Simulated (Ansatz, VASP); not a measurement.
## WC in VASP and in Ansatz

INCAR

```
SYSTEM = WC
ALGO = Normal
EDIFF = 1E-6
ENCUT = 520
GGA = PE
ISIF = 2
ISMEAR = 0
LASPH = .True.
LCHARG = .False.
LREAL = .False.
LWAVE = .False.
NBANDS = 16
NELM = 60
PREC = Accurate
SIGMA = 0.15
```

The input KPOINTS:

```
k-points
0
Gamma
  18 18 16
  0 0 0
```

POSCAR

```
WC
1.0
    2.9005014360      0.0000000000      0.0000000000
   -1.4502507180      2.5119079273      0.0000000000
    0.0000000000      0.0000000000      2.8290000000
W C
1 1
Direct
    0.0000000000      0.0000000000      0.0795334040
    0.6666666667      0.3333333333      0.5000000000
```

Input for Ansatz:

```yaml
crystal:
  lattice:
    - [2.900501436, 0.0, 0.0]
    - [-1.450250718, 2.5119079273, 0.0]
    - [0.0, 0.0, 2.829]
  atoms:
    - { symbol: W, position: [0.0, 0.0, 0.079533404] }
    - { symbol: C, position: [0.6666666667, 0.3333333333, 0.5] }
basis:
  ecutwfc: 420
kpoints:
  mp_grid: { grid: [18, 18, 16] }
hamiltonian:
  xc: pbe
scf:
  occupations: { method: gaussian, width: 0.15 }
output:
  forces: true
  stress: true
  eigenvalues: true
```

Change from the starting cell: all W atoms moved +0.225 Å, as atom 1 along Cartesian [0 0 1].

Alike in both runs: task single point; functional PBE; k mesh 18 × 18 × 16; occupations gaussian, width 0.15 eV; no spin polarisation.

|  | VASP | Ansatz |
| --- | --- | --- |
| version | VASP 6.6.1 | Ansatz 0.2.0 |
| potentials or method | VASP PAW PBE potentials, release 64 (W_sv, C), cutoff 520 eV | scalar-relativistic, plane waves, PAW |
| valence electrons in the cell | 18 | 18 |

```tsv
	VASP	Ansatz	Ansatz less VASP
gap on the k mesh at the Fermi level (eV)	none	none	-
pressure (GPa)	21.2	20.0	-1.27
traceless stress, the component that is largest in VASP (GPa)	2.17	2.03	-0.143
rms of the force components (eV/Å)	2.106	2.089	-0.0167
```

Atom by atom the forces differ by 0.017 eV/Å (rms over components). A gap of «none» marks a metal or a gap that the smearing closes. The functional is the same, so the differences come from potentials, cutoffs and numerics.

Spin-orbit coupling is off throughout.
